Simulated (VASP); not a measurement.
Write the native input for VASP 6.6.1 that does the following.

```yaml
Task: relaxation of cell and atoms
Functional: PBE
Potentials_or_basis: VASP PAW PBE potentials, release 64 (Sr_sv, P, Rh_sv_GW)
Cutoff: 620 eV
k_mesh: 4 × 4 × 4
Occupations: gaussian, width 0.1 eV
Spin: no spin polarisation
Dipole_correction: no
Further_INCAR_settings: ALGO = Normal; EDIFF = 1e-07; IBRION = 2; EDIFFG = -0.04; NSW = 90; ISIF = 3
```

The structure of Sr3PRh lies in POSCAR:

```
Sr3PRh
1.0
    5.2523964200      0.0000000000      0.0000000000
    0.0000000000      5.2523964200      0.0000000000
    0.0000000000      0.0000000000      5.2523964200
Sr P Rh
3 1 1
Direct
    0.5000000000      0.5000000000      0.0000000000
    0.5000000000      0.0000000000      0.5000000000
    0.0000000000      0.5000000000      0.5000000000
    0.0000000000      0.0000000000      0.0000000000
    0.5000000000      0.5000000000      0.5000000000
```

The cell was generated, and may not be a known phase.

These files were run (other wordings do the same):

INCAR

```
PREC = Accurate
ENCUT = 620
EDIFF = 1E-7
ISMEAR = 0
SIGMA = 0.1
LREAL = F
LASPH = T
NELM = 120
ALGO = Normal
ISIF = 3
LWAVE = F
LCHARG = F
GGA = PE
IBRION = 2
NSW = 90
EDIFFG = -0.04
GGA_COMPAT = F
NELMIN = 4
```

KPOINTS

```
Automatic mesh
0
Gamma
  4 4 4
```

Potentials or basis: VASP PAW PBE potentials, release 64 (Sr_sv, P, Rh_sv_GW).

Run with:

```console
$ cat potpaw_PBE.64/Sr_sv/POTCAR potpaw_PBE.64/P/POTCAR potpaw_PBE.64/Rh_sv_GW/POTCAR > POTCAR
$ mpirun -np 1 vasp_std > vasp.out
```

It gave:

```yaml
Relaxed_volume: 34.28 Å³/atom
Relaxed_cell: a = 5.555 Å, b = 5.555 Å, c = 5.555 Å, α = 90.00°, β = 90.00°, γ = 90.00°
Space_group_after_relaxing_to_0.1_Å: Pm-3m (No. 221)
Energy_gained_by_relaxing: 112.5 meV/atom
Ionic_steps: 3
Pressure_after_relaxing: 0.0 GPa
Band_gap_on_the_k_mesh: zero (filled and empty bands touch)
```

Caveat: the volume moved by over 15 % at a fixed basis, so the end points are rough.

Wall time 4 min on 1 thread of Intel(R) Xeon(R) Platinum 8259CL CPU @ 2.50GHz (Skylake/Cascade Lake), on a shared host, peak memory 0.39 GiB.
